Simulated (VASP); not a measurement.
# Pt (P2_1/m) in VASP: single point with PBE

Aim: the single point of Pt with PBE.

Program: VASP 6.6.1. These are calculated values, not measurements. Logs are shortened: lines on timing, memory, paths and dates and some standing lists are left out, and cuts for length are marked.

### 1 The cell of the first run

It takes space group P2_1/m (No. 11, monoclinic). The conventional cell has a = 2.759 Å, b = 4.781 Å, c = 2.759 Å, α = 90.00°, β = 120.00°, γ = 90.00°. Pt (site symmetry m) has 12 Pt at 2.62 to 3.13 Å within 3.5 Å.

### 2 Single point, PBE (atoms displaced along several vibrational modes)

Input file INCAR:

```
PREC = Accurate
ENCUT = 520
EDIFF = 1E-6
ISMEAR = 0
SIGMA = 0.15
LREAL = False
LASPH = True
NELM = 100
ALGO = Fast
ISIF = 2
LWAVE = False
LCHARG = True
GGA = PE
LELF = True
LVHAR = True
NBANDS = 17
```

Input file KPOINTS:

```
regular mesh
0
Gamma
  18 18 10
```

Input file POSCAR:

```
Pt
1.0
    2.7585396153      0.0000000000      0.0000000000
   -1.3792698077      2.3889653842      0.0000000000
    0.0000000000      0.0000000000      4.7813829964
Pt
2
Direct
    0.6370961658      0.4141214441      0.7500000000
    0.3629038342      0.5858785559      0.2500000000
```

Potentials or basis: VASP PAW PBE potentials, release 64 (Pt).

Run with:

```console
$ cat potpaw_PBE.64/Pt/POTCAR > POTCAR
$ mpirun -np 1 vasp_std > vasp.out
```

OUTCAR:

```text
PREC = Accurate
   ENCUT = 520
   EDIFF = 1E-6
   ISMEAR = 0
   LREAL = False
   LASPH = True
   NELM = 100
   ISIF = 2
   GGA = PE

 ion  position               nearest neighbor table
   1  0.637  0.414  0.750-   2 2.62   2 2.62   2 3.00   2 3.00   2 3.13   2 3.13
   2  0.363  0.586  0.250-   1 2.62   1 2.62   1 3.00   1 3.00   1 3.13   1 3.13

  LATTYP: Found a hexagonal cell.
 ALAT       =     2.7585396153
 C/A-ratio  =     1.7333022770

  Lattice vectors:

 A1 = (   2.7585396153,   0.0000000000,   0.0000000000)
 A2 = (  -1.3792698077,   2.3889653842,   0.0000000000)
 A3 = (   0.0000000000,   0.0000000000,   4.7813829964)

Analysis of symmetry for initial positions (statically):
=====================================================================
 Subroutine PRICEL returns:
 Original cell was already a primitive cell.

 Routine SETGRP: Setting up the symmetry group for a
 hexagonal supercell.

 Subroutine GETGRP returns: Found  4 space group operations
 (whereof  2 operations were pure point group operations)
 out of a pool of 24 trial point group operations.

The static configuration has the point symmetry S_2 .
 The point group associated with its full space group is C_2h.

Analysis of symmetry for dynamics (positions and initial velocities):
=====================================================================
 Subroutine PRICEL returns:
 Original cell was already a primitive cell.

 Routine SETGRP: Setting up the symmetry group for a
 hexagonal supercell.

 Subroutine GETGRP returns: Found  4 space group operations
 (whereof  2 operations were pure point group operations)
 out of a pool of 24 trial point group operations.

The dynamic configuration has the point symmetry S_2 .
 The point group associated with its full space group is C_2h.

 Subroutine INISYM returns: Found  4 space group operations
 (whereof  2 operations are pure point group operations),
 and found     1 'primitive' translations

----------------------------------------------------------------------------------------

                                     Primitive cell

  volume of cell :      31.5096

  direct lattice vectors                    reciprocal lattice vectors
     2.758539615  0.000000000  0.000000000     0.362510654  0.209295624  0.000000000
    -1.379269808  2.388965384  0.000000000     0.000000000  0.418591247  0.000000000
     0.000000000  0.000000000  4.781382996     0.000000000  0.000000000  0.209144509

  length of vectors
     2.758539615  2.758539615  4.781382996     0.418591247  0.418591247  0.209144509

  position of ions in fractional coordinates (direct lattice)
     0.637096166  0.414121444  0.750000000
     0.362903834  0.585878556  0.250000000

  ion indices of the primitive-cell ions
   primitive index   ion index
                 1           1
                 2           2

----------------------------------------------------------------------------------------

 KPOINTS: regular mesh

Automatic generation of k-mesh.
 Grid dimensions read from file:
 generate k-points for:   18   18   10

 Generating k-lattice:

  Cartesian coordinates                     Fractional coordinates (reciprocal lattice)
     0.020139481  0.011627535  0.000000000     0.055555556 -0.000000000  0.000000000
     0.000000000  0.023255069  0.000000000     0.000000000  0.055555556  0.000000000
     0.000000000  0.000000000  0.020914451     0.000000000  0.000000000  0.100000000

  Length of vectors
     0.023255069  0.023255069  0.020914451

  Shift w.r.t. Gamma in fractional coordinates (k-lattice)
     0.000000000  0.000000000  0.000000000

 Subroutine IBZKPT returns following result:
 ===========================================

 Found    984 irreducible k-points:

 Following reciprocal coordinates:
            Coordinates               Weight
  0.000000  0.000000  0.000000      1.000000
  0.055556  0.000000  0.000000      2.000000
  0.000000  0.055556  0.000000      2.000000
 -0.055556  0.055556  0.000000      2.000000
  0.111111  0.000000  0.000000      2.000000
  0.000000  0.111111  0.000000      2.000000
[... 16 lines left out ...]
  0.444444  0.000000  0.000000      2.000000
  0.000000  0.444444  0.000000      2.000000
 [... further k-points ...]
   k-points           NKPTS =    984   k-points in BZ     NKDIM =    984   number of bands    NBANDS=     17
   number of dos      NEDOS =    301   number of ions     NIONS =      2
   total plane-waves  NPLWV =  20736
   dimension x,y,z NGX =    24 NGY =   24 NGZ =   36
   dimension x,y,z NGXF=    48 NGYF=   48 NGZF=   72
   ions per type =               2
   NGX,Y,Z   is equivalent  to a cutoff of  14.46, 14.46, 12.52 a.u.
   NGXF,Y,Z  is equivalent  to a cutoff of  28.93, 28.93, 25.03 a.u.
 SYSTEM =  unknown system
   PREC   = accura    normal or accurate (medium, high low for compatibility)
   ISTART =      0    job   : 0-new  1-cont  2-samecut
   ICHARG =      2    charge: 1-file 2-atom 10-const
   ISPIN  =      1    spin polarized calculation?
   LNONCOLLINEAR =      F non collinear calculations
   LSORBIT =      F    spin-orbit coupling
   LASPH  =      T    aspherical Exc in radial PAW
   ENCUT  =  520.0 eV  38.22 Ry    6.18 a.u.   5.13  5.13  8.89*2*pi/ulx,y,z
   NELM   =    100;   NELMIN=  2; NELMDL= -5     # of ELM steps
   EDIFF  = 0.1E-05   stopping-criterion for ELM
   LREAL  =      F    real-space projection
[... 7 lines left out ...]
   TEBEG  =    0.0;   TEEND  =   0.0 temperature during run
   PSTRESS=    0.0 pullay stress
   NELECT =      20.0000    total number of electrons
   NUPDOWN=      -1.0000    fix difference up-down
   EMIN   =  10.00;   EMAX   =-10.00  energy-range for DOS
   EFERMI =   0.00;   METHOD = LEGACY
   ISMEAR =     0;   SIGMA  =   0.15  broadening in eV -4-tet -1-fermi 0-gaus
   EFERMI_NEDOS =   21; number of points for ismear=-14 and -15
   IALGO  =     68    algorithm
   IMIX   =      4    mixing-type and parameters
     AMIX     =   0.40;   BMIX     =  1.00
     AMIX_MAG =   1.60;   BMIX_MAG =  1.00
  volume/ion in A,a.u.               =      15.75       106.32
  Fermi-wavevector in a.u.,A,eV,Ry     =   1.406924  2.658701 26.931848  1.979435
  Thomas-Fermi vector in A             =   2.529235
   LORBIT       =      0    0 simple, 1 ext, 2 COOP (PROOUT), +10 PAW based schemes
   GGA     = PE    functional components
   LHFCALC =     F    Hartree Fock is set to
   AEXX    =    0.0000 exact exchange contribution
   IVDW    =     0    specifies the selected vdW correction
   LEPSILON=     F    determine dielectric tensor
   LRPA    =     F    only Hartree local field effects (RPA)
 non-spin polarized calculation
 RMM-DIIS sequential band-by-band and
 Gauss-broadening in eV      SIGMA  =   0.15
  energy-cutoff  :      520.00
  volume of cell :       31.51
 maximum number of plane-waves:       864
 NGX is ok and might be reduce to    24
   NGX = 11   NGY = 11   NGZ = 17

 number of electron      20.0000002 magnetization

 Free energy of the ion-electron system (eV)
  ---------------------------------------------------
  ext. energy  EPLUGINS =         0.00000000
  ---------------------------------------------------
  free energy    TOTEN  =       -12.02296793 eV

  energy without entropy =      -11.99290308  energy(sigma->0) =      -12.00793551

 E-fermi :  10.4531     XC(G=0): -13.2077

 val. band max:       10.4530183969   @ k =   0.0556   0.3333  -0.2000
 cond. band min:      10.4546738635   @ k =  -0.0556   0.1111   0.3000
 fundamental gap:      0.0016554666
 Fermi energy:        10.4531349340

 k-point     1 :       0.0000    0.0000    0.0000
  band No.  band energies     occupation
      1       0.7252      2.00000
      2       3.4859      2.00000
      3       5.7501      2.00000
      4       6.9981      2.00000
      5       7.1612      2.00000
      6       7.2612      2.00000
[... 9 lines left out ...]
     16      26.6278      0.00000
     17      31.3593      0.00000

 k-point     2 :       0.0556    0.0000    0.0000
  band No.  band energies     occupation
      1       0.8366      2.00000
      2       3.5913      2.00000
      3       5.7915      2.00000
      4       6.9804      2.00000
      5       7.1535      2.00000
      6       7.2934      2.00000
[... 9 lines left out ...]
     16      26.7798      0.00000
     17      30.3338      0.00000

 k-point     3 :       0.0000    0.0556    0.0000
  band No.  band energies     occupation
      1       0.8348      2.00000
      2       3.5841      2.00000
      3       5.7874      2.00000
      4       7.0589      2.00000
      5       7.1389      2.00000
      6       7.2297      2.00000
[... 9 lines left out ...]
     16      26.6931      0.00000
     17      30.6274      0.00000

 k-point     4 :      -0.0556    0.0556    0.0000
  band No.  band energies     occupation
      1       0.8386      2.00000
      2       3.5975      2.00000
      3       5.7740      2.00000
      4       6.9347      2.00000
      5       7.2446      2.00000
      6       7.3351      2.00000
[... 9 lines left out ...]
     16      26.8384      0.00000
     17      30.6772      0.00000

 k-point     5 :       0.1111    0.0000    0.0000
  band No.  band energies     occupation
      1       1.1622      2.00000
      2       3.8905      2.00000
      3       5.8974      2.00000
      4       6.8438      2.00000
      5       7.1049      2.00000
      6       7.4997      2.00000
[... 9 lines left out ...]
     16      27.1833      0.00000
     17      28.7309      0.00000

 k-point     6 :       0.0000    0.1111    0.0000
  band No.  band energies     occupation
      1       1.1537      2.00000
      2       3.8567      2.00000
      3       5.8914      2.00000
      4       6.9755      2.00000
      5       7.1195      2.00000
      6       7.3681      2.00000
[... 9 lines left out ...]
     16      27.0705      0.00000
     17      29.2947      0.00000
[... 281 lines left out ...]
 k-point    21 :       0.0000    0.3889    0.0000
  band No.  band energies     occupation
      1       3.5128      2.00000
      2       4.3101      2.00000
      3       4.5292      2.00000
      4       6.6237      2.00000
      5       7.5018      2.00000
      6       8.0018      2.00000
[... 9 lines left out ...]
     16      24.3783      0.00000
     17      26.1165      0.00000

 k-point    22 :      -0.3889    0.3889    0.0000
  band No.  band energies     occupation
      1       4.0617      2.00000
      2       4.6783      2.00000
      3       5.6819      2.00000
      4       5.9368      2.00000
      5       6.0842      2.00000
      6       7.5362      2.00000
[... 9 lines left out ...]
     16      23.6075      0.00000
     17      23.9545      0.00000

 k-point    23 :       0.4444    0.0000    0.0000
  band No.  band energies     occupation
      1       3.8954      2.00000
      2       4.3957      2.00000
      3       4.5895      2.00000
      4       6.4421      2.00000
      5       7.2874      2.00000
      6       8.1402      2.00000
[... 9 lines left out ...]
     16      24.5023      0.00000
     17      25.0045      0.00000

 k-point    24 :       0.0000    0.4444    0.0000
  band No.  band energies     occupation
      1       3.5954      2.00000
      2       4.1959      2.00000
      3       4.3194      2.00000
      4       6.7329      2.00000
      5       7.4370      2.00000
      6       8.3637      2.00000
[... 9 lines left out ...]
     16      23.7400      0.00000
     17      25.8498      0.00000

 [... further k-points ...]
[... 5 lines left out ...]
  --------------------------------------------------------------------------------------
  -------------------------------------------------------------------------------------
  Total        0.0995026     -0.1244873      2.1331664     -0.3162512      0.0000000      0.0000000
  in kB        5.0594416     -6.3298431    108.4657690    -16.0805216      0.0000000      0.0000000
  external PRESSURE =      35.7317892 kB  Pullay stress =       0.0000000 kB

 VOLUME and BASIS-vectors are now :
 -----------------------------------------------------------------------------
  energy-cutoff  :      520.00
  volume of cell :       31.51
      direct lattice vectors                 reciprocal lattice vectors
     2.758539615  0.000000000  0.000000000     0.362510654  0.209295624  0.000000000
    -1.379269808  2.388965384  0.000000000     0.000000000  0.418591247  0.000000000
     0.000000000  0.000000000  4.781382996     0.000000000  0.000000000  0.209144509

 POSITION                                       TOTAL-FORCE (eV/Angst)
 -----------------------------------------------------------------------------------
      1.18627      0.98932      3.58604         0.518055     -0.063967      0.000000
      0.19300      1.39964      1.19535        -0.518055      0.063967      0.000000
 -----------------------------------------------------------------------------------
    total drift:                               -0.000000      0.000000     -0.000000

  FREE ENERGIE OF THE ION-ELECTRON SYSTEM (eV)
  ---------------------------------------------------
  free  energy   TOTEN  =       -12.0229679344 eV

  energy  without entropy=      -11.9929030793  energy(sigma->0) =      -12.00793551
```

Wall time 6.8 min (1 thread of Intel Xeon Platinum 8259CL at 2.50GHz (Skylake/Cascade Lake), shared host); peak memory 0.52 GiB.

What came out:

| Item | Value |
| --- | --- |
| Free energy | -12.0230 eV |
| Pressure | 3.6 GPa |
| Largest force | 0.522 eV/Å |
| Band gap on the k mesh | zero (bands 10 and 11 overlap by 1.68 eV) |

Forces on the atoms (eV/Å):
```
Pt   0.518 -0.064  0.000
Pt  -0.518  0.064  0.000
```

Caveat: the cell differs from its parent crystal (atoms displaced along several vibrational modes); the stress differs along the axes, from -1 to 11 GPa; spin-orbit coupling is left out, which moves the levels of the heavy elements.
